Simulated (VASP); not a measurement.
# SiO2 (Imma) in VASP: notebook

SiO2 is run at these levels: PBE; tasks: relaxation of shape and atoms at fixed volume, single point.

Everything below comes from runs of VASP 6.6.1. Logs are shortened: lines on timing, memory, paths and dates and some standing lists are left out, and cuts for length are marked.

### 1 The cell of the first run

The structure is orthorhombic, space group Imma (No. 74). The conventional cell has a = 5.231 Å, b = 8.503 Å, c = 9.027 Å, α = 90.00°, β = 90.00°, γ = 90.00°. Within 2.1 Å of Si (site symmetry m) lie 4 O at 1.59 to 1.61 Å. Within 2.1 Å of O (site symmetry mm2) lie 2 Si at 1.60 Å. Within 2.1 Å of O (site symmetry 2) lie 2 Si at 1.61 Å. Within 2.1 Å of O (site symmetry 2/m) lie 2 Si at 1.59 Å.

### 2 Relaxation of shape and atoms at fixed volume, PBE (16.73 Å³/atom)

Contents of INCAR:

```
SYSTEM = SiO2
  PREC = Accurate
  ENCUT = 600
  EDIFF = 1E-6
  ISMEAR = 0
  SIGMA = 0.02
  LREAL = .FALSE.
  LASPH = .TRUE.
  NELM = 100
  ALGO = Normal
  ISIF = 4
  LWAVE = .FALSE.
  LCHARG = .FALSE.
  GGA = PE
  IBRION = 2
  NSW = 50
  EDIFFG = -0.01
```

Contents of KPOINTS:

```
Automatic mesh
0
G
  6 6 6
  0 0 0
```

Contents of POSCAR:

```
SiO2
1.0
   -2.6156643038      4.2512556157      4.5135533562
    2.6156643038     -4.2512556157      4.5135533562
    2.6156643038      4.2512556157     -4.5135533562
Si O
4 8
Direct
    0.8958148284      0.8337913139      0.0620235146
    0.7282322007      0.1662086861      0.5620235146
    0.1041851716      0.1662086861      0.9379764854
    0.2717677993      0.8337913139      0.4379764854
    0.0846633958      0.8346633958      0.2500000000
    0.9153366042      0.1653366042      0.7500000000
    0.7473654560      0.5000000000      0.7473654560
    0.2526345440      0.0000000000      0.7526345440
    0.2526345440      0.5000000000      0.2526345440
    0.7473654560      0.0000000000      0.2473654560
    0.0000000000      0.0000000000      0.0000000000
    0.5000000000      0.0000000000      0.5000000000
```

Potentials or basis: VASP PAW PBE potentials, release 64 (Si, O).

Run with:

```sh
> cat potpaw_PBE.64/Si/POTCAR potpaw_PBE.64/O/POTCAR > POTCAR
> mpirun -np 1 vasp_std > vasp.out
```

OUTCAR:

```text
SYSTEM = SiO2
   PREC = Accurate
   ENCUT = 600
   EDIFF = 1E-6
   ISMEAR = 0
   LREAL = .FALSE.
   LASPH = .TRUE.
   NELM = 100
   ISIF = 4
   GGA = PE
   IBRION = 2
   NSW = 50
   EDIFFG = -0.01

 ion  position               nearest neighbor table
   1  0.896  0.834  0.062-  11 1.59   5 1.60  10 1.61   7 1.61   2 3.02   2 3.02
   2  0.728  0.166  0.562-  12 1.59   6 1.60  10 1.61   7 1.61   1 3.02   1 3.02
   3  0.104  0.166  0.938-  11 1.59   6 1.60   8 1.61   9 1.61   4 3.02   4 3.02
   4  0.272  0.834  0.438-  12 1.59   5 1.60   9 1.61   8 1.61   3 3.02   3 3.02
   5  0.085  0.835  0.250-   4 1.60   1 1.60
   6  0.915  0.165  0.750-   2 1.60   3 1.60
   7  0.747  0.500  0.747-   1 1.61   2 1.61
   8  0.253  0.000  0.753-   3 1.61   4 1.61
   9  0.253  0.500  0.253-   3 1.61   4 1.61
  10  0.747  0.000  0.247-   1 1.61   2 1.61
  11  0.000  0.000  0.000-   1 1.59   3 1.59
  12  0.500  0.000  0.500-   2 1.59   4 1.59

  LATTYP: Found a body centered orthorhombic cell.
 ALAT       =     5.2313286076
 B/A-ratio  =     1.6253062786
 C/A-ratio  =     1.7255858673

  Lattice vectors:

 A1 = (  -2.6156643038,   4.2512556157,   4.5135533562)
 A2 = (   2.6156643038,  -4.2512556157,   4.5135533562)
 A3 = (   2.6156643038,   4.2512556157,  -4.5135533562)

Analysis of symmetry for initial positions (statically):
=====================================================================
 Subroutine PRICEL returns:
 Original cell was already a primitive cell.

 Routine SETGRP: Setting up the symmetry group for a
 body centered orthorhombic supercell.

 Subroutine GETGRP returns: Found  8 space group operations
 (whereof  4 operations were pure point group operations)
 out of a pool of  8 trial point group operations.

The static configuration has the point symmetry C_2h.
 The point group associated with its full space group is D_2h.

Analysis of symmetry for dynamics (positions and initial velocities):
=====================================================================
 Subroutine PRICEL returns:
 Original cell was already a primitive cell.

 Routine SETGRP: Setting up the symmetry group for a
 body centered orthorhombic supercell.

 Subroutine GETGRP returns: Found  8 space group operations
 (whereof  4 operations were pure point group operations)
 out of a pool of  8 trial point group operations.

The dynamic configuration has the point symmetry C_2h.
 The point group associated with its full space group is D_2h.

 Subroutine INISYM returns: Found  8 space group operations
 (whereof  4 operations are pure point group operations),
 and found     1 'primitive' translations

----------------------------------------------------------------------------------------

                                     Primitive cell

  volume of cell :     200.7603

  direct lattice vectors                    reciprocal lattice vectors
    -2.615664304  4.251255616  4.513553356     0.000000000  0.117612312  0.110777465
     2.615664304 -4.251255616  4.513553356     0.191156028  0.000000000  0.110777465
     2.615664304  4.251255616 -4.513553356     0.191156028  0.117612312  0.000000000

  length of vectors
     6.729564470  6.729564470  6.729564470     0.161568260  0.220935000  0.224439932

  position of ions in fractional coordinates (direct lattice)
     0.895814828  0.833791314  0.062023515
     0.728232201  0.166208686  0.562023515
     0.104185172  0.166208686  0.937976485
     0.271767799  0.833791314  0.437976485
     0.084663396  0.834663396  0.250000000
     0.915336604  0.165336604  0.750000000
     0.747365456  0.500000000  0.747365456
     0.252634544  0.000000000  0.752634544
     0.252634544  0.500000000  0.252634544
     0.747365456  0.000000000  0.247365456
     0.000000000  0.000000000  0.000000000
     0.500000000  0.000000000  0.500000000

  ion indices of the primitive-cell ions
   primitive index   ion index
                 1           1
                 2           2
                 3           3
                 4           4
                 5           5
[... 21 lines left out ...]
     0.031859338  0.019602052  0.000000000     0.000000000  0.000000000  0.166666667

  Length of vectors
     0.026928043  0.036822500  0.037406655

  Shift w.r.t. Gamma in fractional coordinates (k-lattice)
     0.000000000  0.000000000  0.000000000

 Subroutine IBZKPT returns following result:
 ===========================================

 Found     46 irreducible k-points:

 Following reciprocal coordinates:
            Coordinates               Weight
  0.000000  0.000000  0.000000      1.000000
  0.166667  0.000000  0.000000      4.000000
  0.333333  0.000000 -0.000000      4.000000
  0.500000  0.000000 -0.000000      2.000000
  0.000000  0.166667 -0.000000      4.000000
  0.166667  0.166667  0.000000      8.000000
[... 16 lines left out ...]
 -0.166667  0.166667  0.166667      2.000000
  0.166667  0.333333  0.166667      4.000000
 [... further k-points ...]
   k-points           NKPTS =     46   k-points in BZ     NKDIM =     46   number of bands    NBANDS=     39
   number of dos      NEDOS =    301   number of ions     NIONS =     12
   total plane-waves  NPLWV = 157464
   dimension x,y,z NGX =    54 NGY =   54 NGZ =   54
   dimension x,y,z NGXF=   108 NGYF=  108 NGZF=  108
   ions per type =               4   8
   NGX,Y,Z   is equivalent  to a cutoff of  13.34, 13.34, 13.34 a.u.
   NGXF,Y,Z  is equivalent  to a cutoff of  26.68, 26.68, 26.68 a.u.
 SYSTEM =  SiO2
   PREC   = accura    normal or accurate (medium, high low for compatibility)
   ISTART =      0    job   : 0-new  1-cont  2-samecut
   ICHARG =      2    charge: 1-file 2-atom 10-const
   ISPIN  =      1    spin polarized calculation?
   LNONCOLLINEAR =      F non collinear calculations
   LSORBIT =      F    spin-orbit coupling
   LASPH  =      T    aspherical Exc in radial PAW
   ENCUT  =  600.0 eV  44.10 Ry    6.64 a.u.  13.44 13.44 13.44*2*pi/ulx,y,z
   NELM   =    100;   NELMIN=  2; NELMDL= -5     # of ELM steps
   EDIFF  = 0.1E-05   stopping-criterion for ELM
   LREAL  =      F    real-space projection
   EDIFFG = -.1E-01   stopping-criterion for IOM
   NSW    =     50    number of steps for IOM
   IBRION =      2    ionic relax: 0-MD 1-quasi-New 2-CG
   NFREE  =      1    steps in history (QN), initial steepest desc. (CG)
   ISIF   =      4    stress and relaxation
   ISYM   =      2    0-nonsym 1-usesym 2-fastsym
   POTIM  = 0.5000    time-step for ionic-motion
   TEBEG  =    0.0;   TEEND  =   0.0 temperature during run
   PSTRESS=    0.0 pullay stress
   NELECT =      64.0000    total number of electrons
   NUPDOWN=      -1.0000    fix difference up-down
   EMIN   =  10.00;   EMAX   =-10.00  energy-range for DOS
   EFERMI =   0.00;   METHOD = LEGACY
   ISMEAR =     0;   SIGMA  =   0.02  broadening in eV -4-tet -1-fermi 0-gaus
   EFERMI_NEDOS =   21; number of points for ismear=-14 and -15
   IALGO  =     38    algorithm
   IMIX   =      4    mixing-type and parameters
     AMIX     =   0.40;   BMIX     =  1.00
     AMIX_MAG =   1.60;   BMIX_MAG =  1.00
  volume/ion in A,a.u.               =      16.73       112.90
  Fermi-wavevector in a.u.,A,eV,Ry     =   1.118344  2.113364 17.016727  1.250694
  Thomas-Fermi vector in A             =   2.254975
   LORBIT       =      0    0 simple, 1 ext, 2 COOP (PROOUT), +10 PAW based schemes
   GGA     = PE    functional components
   LHFCALC =     F    Hartree Fock is set to
   AEXX    =    0.0000 exact exchange contribution
   IVDW    =     0    specifies the selected vdW correction
   LEPSILON=     F    determine dielectric tensor
   LRPA    =     F    only Hartree local field effects (RPA)
 conjugate gradient relaxation of ions
 non-spin polarized calculation
 Gauss-broadening in eV      SIGMA  =   0.02
  energy-cutoff  :      600.00
  volume of cell :      200.76
 maximum number of plane-waves:      6735
 NGX is ok and might be reduce to    54
   NGX = 27   NGY = 27   NGZ = 27

--------------------------------------- Ionic step        1  -------------------------------------------

 number of electron      64.0000003 magnetization

 Free energy of the ion-electron system (eV)
  ---------------------------------------------------
  ext. energy  EPLUGINS =         0.00000000
  ---------------------------------------------------
  free energy    TOTEN  =       -94.64905479 eV

  energy without entropy =      -94.64905479  energy(sigma->0) =      -94.64905479

------------------------ aborting loop because EDIFF is reached ----------------------------------------

  FORCE on cell =-STRESS in cart. coord.  units (eV):
  Direction    XX          YY          ZZ          XY          YZ          ZX
  --------------------------------------------------------------------------------------
  -------------------------------------------------------------------------------------
  Total        7.6895067      7.2188087      7.7515355      0.0000000     -0.0000000      0.0000000
  in kB       61.3664875     57.6100587     61.8615118      0.0000000     -0.0000000      0.0000000
  external PRESSURE =      60.2793526 kB  Pullay stress =       0.0000000 kB
[... 119 lines left out ...]
  FREE ENERGIE OF THE ION-ELECTRON SYSTEM (eV)
  ---------------------------------------------------
  free  energy   TOTEN  =       -94.6945668808 eV

  energy  without entropy=      -94.6945668808  energy(sigma->0) =      -94.69456688

[... ionic steps 4 to 21 ...]

--------------------------------------- Ionic step       22  -------------------------------------------

 number of electron      64.0000000 magnetization

------------------------ aborting loop because EDIFF is reached ----------------------------------------
[... 87 lines left out ...]
--------------------------------------- Ionic step       24  -------------------------------------------

 number of electron      64.0000000 magnetization

 Free energy of the ion-electron system (eV)
  ---------------------------------------------------
  ext. energy  EPLUGINS =         0.00000000
  ---------------------------------------------------
  free energy    TOTEN  =       -94.75697305 eV

  energy without entropy =      -94.75697305  energy(sigma->0) =      -94.75697305

 E-fermi :  -0.6950     XC(G=0):  -7.5726

 val. band max:       -0.8321237157   @ k =   0.5000   0.5000   0.5000
 cond. band min:       4.5686353565   @ k =   0.0000   0.0000   0.0000
 fundamental gap:      5.4007590722
 Fermi energy:        -0.6950394947

 k-point     1 :       0.0000    0.0000    0.0000
  band No.  band energies     occupation
      1     -20.3070      2.00000
      2     -19.3750      2.00000
      3     -18.9158      2.00000
      4     -18.7450      2.00000
      5     -18.3543      2.00000
      6     -18.2790      2.00000
[... 997 lines left out ...]
     38       8.5764      0.00000
     39       9.1065      0.00000

 [... further k-points ...]

------------------------ aborting loop because EDIFF is reached ----------------------------------------

  FORCE on cell =-STRESS in cart. coord.  units (eV):
  Direction    XX          YY          ZZ          XY          YZ          ZX
  --------------------------------------------------------------------------------------
  -------------------------------------------------------------------------------------
  Total        1.3393318      1.2574089      1.2972434      0.0000000     -0.0000000      0.0000000
  in kB       10.6886036     10.0348140     10.3527152      0.0000000     -0.0000000      0.0000000
  external PRESSURE =      10.3587109 kB  Pullay stress =       0.0000000 kB
[... 27 lines left out ...]
  FREE ENERGIE OF THE ION-ELECTRON SYSTEM (eV)
  ---------------------------------------------------
  free  energy   TOTEN  =       -94.7569730475 eV

  energy  without entropy=      -94.7569730475  energy(sigma->0) =      -94.75697305

 reached required accuracy - stopping structural energy minimisation
```

Run time: 2.5 h. Hardware: 1 thread of Oxide Virtual Turin-like, shared host; peak memory 0.62 GiB.

Results:

```
Free energy               : -94.7570 eV
Energy gained by relaxing : 9.0 meV/atom
Ionic steps               : 24
Pressure after relaxing   : 1.0 GPa
Band gap on the k mesh    : 5.40 eV (least direct gap 5.41 eV)
```

Forces in eV/Å, atoms in the order of the input:
```
Si   0.000 -0.002  0.001
Si   0.000 -0.002 -0.001
Si   0.000  0.002 -0.001
Si   0.000  0.002  0.001
O    0.000  0.000 -0.003
O    0.000  0.000  0.003
O    0.000  0.000  0.000
O    0.000  0.000  0.000
O    0.000  0.000  0.000
O    0.000  0.000  0.000
O    0.000  0.000  0.000
O    0.000  0.000  0.000
```

Step by step:
| step | energy change (eV) | largest force (eV/Å) | pressure (GPa) | volume (Å³) |
| --- | --- | --- | --- | --- |
| 1 | 0.0000 | 0.3837 | 6.03 | 200.76 |
| 2 | -0.0266 | 0.2144 | 5.23 | 200.76 |
| 3 | -0.0455 | 0.4019 | 3.86 | 200.76 |
| 4 | -0.0572 | 0.2246 | 3.49 | 200.76 |
| 5 | -0.0640 | 0.3147 | 2.95 | 200.76 |
| 6 | -0.0735 | 0.2764 | 2.71 | 200.76 |
| 7 | -0.0894 | 0.2355 | 1.97 | 200.76 |
| 8 | -0.0906 | 0.2198 | 1.70 | 200.76 |
| 9 | -0.0936 | 0.1886 | 1.61 | 200.76 |
| 10 | -0.0939 | 0.1761 | 1.58 | 200.76 |
| 11 | -0.0962 | 0.1658 | 1.53 | 200.76 |
| 12 | -0.1015 | 0.1338 | 1.39 | 200.76 |
| 13 | -0.1056 | 0.0771 | 1.10 | 200.76 |
| 14 | -0.1067 | 0.0338 | 1.09 | 200.76 |
| 15 | -0.1069 | 0.0926 | 1.09 | 200.76 |
| 16 | -0.1077 | 0.0377 | 1.08 | 200.76 |
| 17 | -0.1078 | 0.0211 | 1.07 | 200.76 |
| 18 | -0.1079 | 0.0198 | 1.08 | 200.76 |
| 19 | -0.1079 | 0.0190 | 1.07 | 200.76 |
| 20 | -0.1078 | 0.0166 | 1.08 | 200.76 |
| 21 | -0.1079 | 0.0188 | 1.07 | 200.76 |
| 22 | -0.1079 | 0.0122 | 1.06 | 200.76 |
| 23 | -0.1079 | 0.0172 | 1.05 | 200.76 |
| 24 | -0.1079 | 0.0027 | 1.04 | 200.76 |

Final structure:
```cif
data_structure
_symmetry_space_group_name_H-M 'P 1'
_symmetry_Int_Tables_number 1
_cell_length_a 6.7136
_cell_length_b 6.7136
_cell_length_c 6.7136
_cell_angle_alpha 133.497
_cell_angle_beta 103.679
_cell_angle_gamma 94.312
_cell_volume 200.76
loop_
_atom_site_label
_atom_site_type_symbol
_atom_site_fract_x
_atom_site_fract_y
_atom_site_fract_z
_atom_site_occupancy
Si1 Si 0.88666 0.83122 0.05544 1
Si2 Si 0.72422 0.16878 0.55544 1
Si3 Si 0.11334 0.16878 0.94456 1
Si4 Si 0.27578 0.83122 0.44456 1
O1 O 0.07336 0.82336 0.25000 1
O2 O 0.92664 0.17664 0.75000 1
O3 O 0.73497 0.50000 0.73497 1
O4 O 0.26503 0.00000 0.76503 1
O5 O 0.26503 0.50000 0.26503 1
O6 O 0.73497 0.00000 0.23497 1
O7 O 0.00000 0.00000 0.00000 1
O8 O 0.50000 0.00000 0.50000 1
```

### 3 Single point, PBE

This run uses another cell than the first one, of 13.34 Å³/atom.

Contents of INCAR:

```
PREC = Accurate
ENCUT = 520
EDIFF = 1E-7
ISMEAR = 0
SIGMA = 0.02
LREAL = F
LASPH = T
NELM = 100
ALGO = Normal
ISIF = 2
LWAVE = F
LCHARG = T
GGA = PE
LELF = T
LVHAR = T
NBANDS = 44
```

Contents of KPOINTS:

```
Automatic mesh
0
Gamma
  6 6 6
```

Contents of POSCAR:

```
SiO2
1.0
   -2.6575680975      3.5051263818      4.2970466041
    2.6575680975     -3.5051263818      4.2970466041
    2.6575680975      3.5051263818     -4.2970466041
Si O
4 8
Direct
    0.8460304570      0.8169470933      0.0290833637
    0.7121362704      0.1830529067      0.5290833637
    0.1539695430      0.1830529067      0.9709166363
    0.2878637296      0.8169470933      0.4709166363
    0.0162799032      0.7662799032      0.2500000000
    0.9837200968      0.2337200968      0.7500000000
    0.6801417003      0.5000000000      0.6801417003
    0.3198582997      0.0000000000      0.8198582997
    0.3198582997      0.5000000000      0.3198582997
    0.6801417003      0.0000000000      0.1801417003
    0.0000000000      0.0000000000      0.0000000000
    0.5000000000      0.0000000000      0.5000000000
```

Potentials or basis: VASP PAW PBE potentials, release 64 (Si, O).

Run with:

```sh
> cat potpaw_PBE.64/Si/POTCAR potpaw_PBE.64/O/POTCAR > POTCAR
> mpirun -np 1 vasp_std > vasp.out
```

Wall time 7.4 min (1 thread of Oxide Virtual Turin-like, shared host); peak memory 0.41 GiB.

It converged, with:

| Item | Value |
| --- | --- |
| Free energy | -93.5592 eV |
| Pressure | 12.2 GPa |
| Largest force | 0.053 eV/Å |
| Band gap on the k mesh | 5.52 eV (least direct gap 5.56 eV) |

Forces in eV/Å, atoms in the order of the input:
```
Si   0.000 -0.050  0.017
Si   0.000 -0.050 -0.017
Si   0.000  0.050 -0.017
Si   0.000  0.050  0.017
O    0.000  0.000  0.000
O    0.000  0.000  0.000
O    0.000 -0.005  0.000
O    0.000  0.005  0.000
O    0.000  0.005  0.000
O    0.000 -0.005  0.000
O    0.000  0.000  0.000
O    0.000  0.000  0.000
```

Stress tensor (GPa, compression positive):
```
12.36  0.00  0.00
 0.00 12.06  0.00
 0.00  0.00 12.07
```

Levels at points of the mesh, in eV from the valence-band top:
```
           k point  band 28  band 29  band 30  band 31  band 32  band 33  band 34  band 35  band 36  band 37
(0.00, 0.00, 0.00)    -1.02    -0.95    -0.75    -0.68    -0.04     5.52     8.08     8.73     9.48     9.60
(0.50, 0.00, 0.00)    -1.03    -0.70    -0.62    -0.36    -0.24     7.08     7.45     9.06     9.31     9.46
(0.00, 0.50, 0.00)    -1.20    -1.18    -1.13    -0.55    -0.49     7.85     7.95     8.97     9.30     9.59
(0.50, 0.50, 0.00)    -1.22    -0.80    -0.80    -0.55    -0.55     8.15     8.15     8.97     8.97     9.26
(0.50, 0.50, 0.50)    -1.21    -1.03    -0.98    -0.59     0.00     7.82     8.21     8.30     8.50     9.22
```

Caveat: the cell stands under pressure. A k mesh can miss the band edges.

(Part 1 of 2 ends here.)
